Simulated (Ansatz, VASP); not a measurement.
## Two plane-wave programs on ZrGe2Pd3

File INCAR:

```
SYSTEM = ZrGe2Pd3
ALGO = Normal
EDIFF = 1E-7
EDIFFG = -0.08
ENCUT = 600
GGA = PE
IBRION = 2
ISIF = 3
ISMEAR = 0
LASPH = .TRUE.
LCHARG = .FALSE.
LREAL = .FALSE.
LWAVE = .FALSE.
NELM = 80
NSW = 36
PREC = Accurate
SIGMA = 0.2
```

File KPOINTS:

```
k-points
0
G
  4 4 3
  0 0 0
```

POSCAR

```
ZrGe2Pd3
1.0
    4.2893322100      0.0000000000      0.0000000000
   -2.1446661100      3.7146706600      0.0000000000
    0.0000000000      0.0000000000      6.6847700200
Zr Ge Pd
1 2 3
Direct
    0.0000000000      0.0000000000      0.0000000000
    0.0000000000      0.0000000000      0.6738433200
    0.0000000000      0.0000000000      0.3261566800
    0.5000000000      0.0000000000      0.5000000000
    0.0000000000      0.5000000000      0.5000000000
    0.5000000000      0.5000000000      0.5000000000
```

Input for Ansatz:

```yaml
crystal:
  lattice:
    - [4.28933221, 0.0, 0.0]
    - [-2.14466611, 3.71467066, 0.0]
    - [0.0, 0.0, 6.68477002]
  atoms:
    - { symbol: Zr, position: [0.0, 0.0, 0.0] }
    - { symbol: Ge, position: [0.0, 0.0, 0.67384332] }
    - { symbol: Ge, position: [0.0, 0.0, 0.32615668] }
    - { symbol: Pd, position: [0.5, 0.0, 0.5] }
    - { symbol: Pd, position: [0.0, 0.5, 0.5] }
    - { symbol: Pd, position: [0.5, 0.5, 0.5] }
basis:
  ecutwfc: 420
kpoints:
  mp_grid: { grid: [4, 4, 3] }
hamiltonian:
  xc: pbe
scf:
  occupations: { method: gaussian, width: 0.2 }
  lower_state_search: "off"
output:
  forces: true
  stress: true
  eigenvalues: true
relax:
  adjacent_minimum: "off"
  f_tol: 0.08
  max_steps: 16
  cell: { stress_tol: 0.8 }
```

Alike in both runs: task relaxation of cell and atoms; functional PBE; k mesh 4 × 4 × 3; occupations gaussian, width 0.2 eV; no spin polarisation.

|  | VASP | Ansatz |
| --- | --- | --- |
| version | VASP 6.6.1 | Ansatz 0.2.0 |
| potentials or method | VASP PAW PBE potentials, release 64 (Zr_sv, Ge_d, Pd), cutoff 600 eV | scalar-relativistic, plane waves, PAW |
| valence electrons in the cell | 70 | 94 |

Ansatz gave:

```
gap on the k mesh at the Fermi level, each at its own relaxed structure (eV) : none
relaxed volume (Å³/atom)                                                     : 28.84
relaxed cell length with the largest relative difference (Å)                 : 5.084
```

Problem. Which values does VASP return?

Solution. gap on the k mesh at the Fermi level, each at its own relaxed structure (eV): none; relaxed volume (Å³/atom): 28.69; relaxed cell length with the largest relative difference (Å): 5.075.

A gap of «none» marks a metal or a gap that the smearing closes. VASP's potentials hold 70 valence electrons a cell and Ansatz's 94, so a difference there can come from the potentials and not from the codes.

The k mesh is coarse, so the values compare programs but aren't converged. Noted on VASP's run: the volume moved by over 15 % at a fixed basis, so the end points are rough.
